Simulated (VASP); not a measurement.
A run of VASP 6.6.1 is set up as follows.

Contents of INCAR:

```
SYSTEM = BN
ALGO = Normal
EDIFF = 1E-6
ENCUT = 600
GGA = PE
GGA_COMPAT = .FALSE.
ISIF = 2
ISMEAR = 0
LASPH = .TRUE.
LCHARG = .FALSE.
LREAL = .FALSE.
LWAVE = .FALSE.
NBANDS = 11
NELM = 120
PREC = Accurate
SIGMA = 0.02
```

File KPOINTS:

```
k-points
0
G
  12 12 12
  0 0 0
```

File POSCAR:

```
BN
1.0
    0.0000000000      1.8050000000      1.8050000000
    1.8050000000      0.0000000000      1.8050000000
    1.8050000000      1.8050000000      0.0000000000
B N
1 1
Direct
    0.0000000000      0.0000000000      0.0000000000
    0.2500000000      0.2500000000      0.2500000000
```

Potentials or basis: VASP PAW PBE potentials, release 64 (B, N).

The run is started by

```bash
$ cat potpaw_PBE.64/B/POTCAR potpaw_PBE.64/N/POTCAR > POTCAR
$ mpirun -np 1 vasp_std > vasp.out
```

**Question.** Estimate the band gap on the k mesh.

**Answer.** 4.46 eV, indirect (least direct gap 8.84 eV).

**Question.** What does it give for the pressure?

**Answer.** 4.6 GPa.

A k mesh can miss the band edges.
